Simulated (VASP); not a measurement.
# GaN in VASP: notebook, part 2 of 2

VASP 6.6.1. Earlier steps stand in the parts before.

### Step 4. Single point, HSE06

This run uses another cell than the first one, of 11.37 Å³/atom.

POSCAR reads:

```
GaN
1.0
    0.0000000000      2.2489526240      2.2489526240
    2.2489526240      0.0000000000      2.2489526240
    2.2489526240      2.2489526240      0.0000000000
Ga N
1 1
Direct
    0.0000000000      0.0000000000      0.0000000000
    0.7500000000      0.7500000000      0.7500000000
```

INCAR.step1 reads:

```
PREC     = Accurate       # precision mode
ENCUT    = 520            # plane-wave cutoff, eV
EDIFF    = 1E-5           # SCF threshold, eV
ISMEAR   = 0              # smearing method
SIGMA    = 0.01           # smearing width, eV
LREAL    = F              # projectors in reciprocal space
LASPH    = T              # aspherical terms in the spheres
NELM     = 100            # most SCF steps
ALGO     = Normal         # electronic algorithm
ISIF     = 2              # what is computed and relaxed
LWAVE    = T              # write WAVECAR
GGA      = PE             # functional
NBANDS   = 16             # bands
```

INCAR.step2 reads:

```
PREC     = Accurate       # precision mode
ENCUT    = 520            # plane-wave cutoff, eV
EDIFF    = 1E-7           # SCF threshold, eV
ISMEAR   = 0              # smearing method
SIGMA    = 0.01           # smearing width, eV
LREAL    = F              # projectors in reciprocal space
LASPH    = T              # aspherical terms in the spheres
NELM     = 100            # most SCF steps
ALGO     = Normal         # electronic algorithm
ISIF     = 2              # what is computed and relaxed
LWAVE    = F              # write WAVECAR
LCHARG   = T              # write CHGCAR
GGA      = PE             # functional
LHFCALC  = T              # exact exchange
HFSCREEN = 0.2079         # screening, 1/A
PRECFOCK = Normal       
LELF     = T              # ELF
LVHAR    = T            
ISTART   = 1            
NBANDS   = 16             # bands
```

KPOINTS reads:

```
Automatic mesh
0
Gamma
  6 6 6
```

Potentials or basis: VASP PAW PBE potentials, release 64 (Ga_d, N).

Command:

```console
$ cat potpaw_PBE.64/Ga_d/POTCAR potpaw_PBE.64/N/POTCAR > POTCAR
$ cp INCAR.step1 INCAR
$ mpirun -np 1 vasp_std > vasp.out
$ cp INCAR.step2 INCAR
$ mpirun -np 1 vasp_std > vasp.out
```

OUTCAR:

```text
PREC = Accurate
   ENCUT = 520
   EDIFF = 1E-7
   ISMEAR = 0
   LREAL = F
   LASPH = T
   NELM = 100
   ISIF = 2
   GGA = PE
   LHFCALC = T
   HFSCREEN = 0.2079
   PRECFOCK = Normal
   ISTART = 1

 ion  position               nearest neighbor table
   1  0.000  0.000  0.000-   2 1.95   2 1.95   2 1.95   2 1.95
   2  0.750  0.750  0.750-   1 1.95   1 1.95   1 1.95   1 1.95

  LATTYP: Found a face centered cubic cell.
 ALAT       =     4.4979052480

  Lattice vectors:

 A1 = (   0.0000000000,   2.2489526240,   2.2489526240)
 A2 = (   2.2489526240,   0.0000000000,   2.2489526240)
 A3 = (   2.2489526240,   2.2489526240,   0.0000000000)

Analysis of symmetry for initial positions (statically):
=====================================================================
 Subroutine PRICEL returns:
 Original cell was already a primitive cell.

[... 162 lines left out ...]
  ext. energy  EPLUGINS =         0.00000000
  ---------------------------------------------------
  free energy    TOTEN  =       -14.73833375 eV

  energy without entropy =      -14.73833375  energy(sigma->0) =      -14.73833375

 E-fermi :   4.5998     XC(G=0):  -9.5875

 val. band max:        4.5237527889   @ k =   0.0000   0.0000   0.0000
 cond. band min:       7.5453285253   @ k =   0.0000   0.0000   0.0000
 fundamental gap:      3.0215757364
 Fermi energy:         4.5998160103

 k-point     1 :       0.0000    0.0000    0.0000
  band No.  band energies     occupation
      1     -12.9681      2.00000
      2     -11.0500      2.00000
      3     -11.0500      2.00000
      4     -11.0500      2.00000
      5     -10.7280      2.00000
      6     -10.7280      2.00000
[... 281 lines left out ...]
      3     -10.8562      2.00000
      4     -10.7496      2.00000
      5     -10.6922      2.00000
      6      -8.3280      2.00000
[... 8 lines left out ...]
     15      27.0270      0.00000
     16      29.7476      0.00000

------------------------ aborting loop because EDIFF is reached ----------------------------------------

  FORCE on cell =-STRESS in cart. coord.  units (eV):
  Direction    XX          YY          ZZ          XY          YZ          ZX
  --------------------------------------------------------------------------------------
  -------------------------------------------------------------------------------------
  Total       -0.0188855     -0.0188855     -0.0188855      0.0000000      0.0000000      0.0000000
  in kB       -1.3300520     -1.3300520     -1.3300520      0.0000000      0.0000000      0.0000000
  external PRESSURE =      -1.3300520 kB  Pullay stress =       0.0000000 kB

 VOLUME and BASIS-vectors are now :
 -----------------------------------------------------------------------------
  energy-cutoff  :      520.00
  volume of cell :       22.75
      direct lattice vectors                 reciprocal lattice vectors
     0.000000000  2.248952624  2.248952624    -0.222325715  0.222325715  0.222325715
     2.248952624  0.000000000  2.248952624     0.222325715 -0.222325715  0.222325715
     2.248952624  2.248952624  0.000000000     0.222325715  0.222325715 -0.222325715

 POSITION                                       TOTAL-FORCE (eV/Angst)
 -----------------------------------------------------------------------------------
      0.00000      0.00000      0.00000         0.000000      0.000000      0.000000
      3.37343      3.37343      3.37343        -0.000000     -0.000000     -0.000000
 -----------------------------------------------------------------------------------
    total drift:                               -0.000001      0.000004      0.000001

  FREE ENERGIE OF THE ION-ELECTRON SYSTEM (eV)
  ---------------------------------------------------
  free  energy   TOTEN  =       -14.7383337468 eV

  energy  without entropy=      -14.7383337468  energy(sigma->0) =      -14.73833375
```

OSZICAR.step1:

```text
N       E                     dE             d eps       ncg     rms          rms(c)
DAV:   1     0.846346811565E+02    0.84635E+02   -0.91178E+03   584   0.199E+03
DAV:   2    -0.804828768217E+01   -0.92683E+02   -0.84559E+02   552   0.327E+02
DAV:   3    -0.140827199013E+02   -0.60344E+01   -0.60063E+01   640   0.714E+01
DAV:   4    -0.141470503772E+02   -0.64330E-01   -0.64321E-01   608   0.802E+00
DAV:   5    -0.141479095703E+02   -0.85919E-03   -0.85919E-03   616   0.839E-01    0.774E+00
DAV:   6    -0.121326196324E+02    0.20153E+01   -0.49269E+00   768   0.399E+01    0.268E+00
DAV:   7    -0.121412880936E+02   -0.86685E-02   -0.31866E-01   568   0.652E+00    0.177E+00
DAV:   8    -0.121374605467E+02    0.38275E-02   -0.55240E-02   624   0.323E+00    0.765E-01
DAV:   9    -0.121335322620E+02    0.39283E-02   -0.13875E-02   744   0.273E+00    0.194E-01
DAV:  10    -0.121338735870E+02   -0.34132E-03   -0.15275E-03   624   0.556E-01    0.940E-02
DAV:  11    -0.121337777140E+02    0.95873E-04   -0.27771E-04   728   0.249E-01    0.952E-03
DAV:  12    -0.121337827991E+02   -0.50850E-05   -0.30094E-05   592   0.508E-02
   1 F= -.12133783E+02 E0= -.12133783E+02  d E =-.127408E-16
```

Run time: 51 min. Hardware: 1 thread of Intel Xeon 8259CL, shared host; peak memory 0.26 GiB.

Results:

* Free energy: -14.7383 eV
* Pressure: -0.1 GPa
* Band gap on the k mesh: 3.02 eV

Levels at points of the mesh, in eV from the valence-band top:
```csv
k point,band 5,band 6,band 7,band 8,band 9,band 10,band 11,band 12,band 13,band 14
"(0.00, 0.00, 0.00)",-15.25,-15.25,0.00,0.00,0.00,3.02,11.96,11.96,11.96,19.47
"(0.50, 0.00, 0.00)",-15.21,-13.61,-7.58,-1.05,-1.05,6.13,10.45,11.94,11.94,17.39
"(0.50, 0.50, 0.00)",-15.18,-13.05,-6.59,-2.93,-2.93,4.45,8.19,13.63,16.10,16.10
```

Caveat: the PAW data sets were made with another functional, which shifts forces and pressure a little.

### Step 5. Summary

```tsv
level	potentials or basis	cell	k mesh	cutoff (eV)	grid for exact exchange (PRECFOCK)	share of exact exchange	screening parameter	gap on the mesh (eV)	pressure (GPa)
r2SCAN	VASP PAW PBE potentials, release 64 (Ga_d, N_h)	a = 3.180, b = 3.167, c = 3.167 Å, angles 60.3, 59.9, 59.9°, 2 atoms	10 × 10 × 10	910	-	-	-	2.19	2.7
HSE06	VASP PAW PBE potentials, release 64 (Ga_d, N)	a = 3.044 Å, angles 60.0°, 2 atoms	6 × 6 × 6	520	Normal	0.25	0.2079 1/Å	4.00	34.1
HSE06	VASP PAW PBE potentials, release 64 (Ga_d, N)	a = 3.180 Å, angles 60.0°, 2 atoms	6 × 6 × 6	520	Normal	0.25	0.2079 1/Å	3.02	-0.1
```

Alike in all rows: task single point; no spin polarisation; smearing gaussian 0.01 eV.

Caveats: some runs use coarse meshes; the PAW data sets were made with another functional, which shifts forces and pressure a little; the cutoff is under 1.25 times the usual one of these potentials, so pressure, stress and relaxed cells hold a basis-set (Pulay) error (at least some runs).

Absolute energies hang on the potentials; compare differences alone.
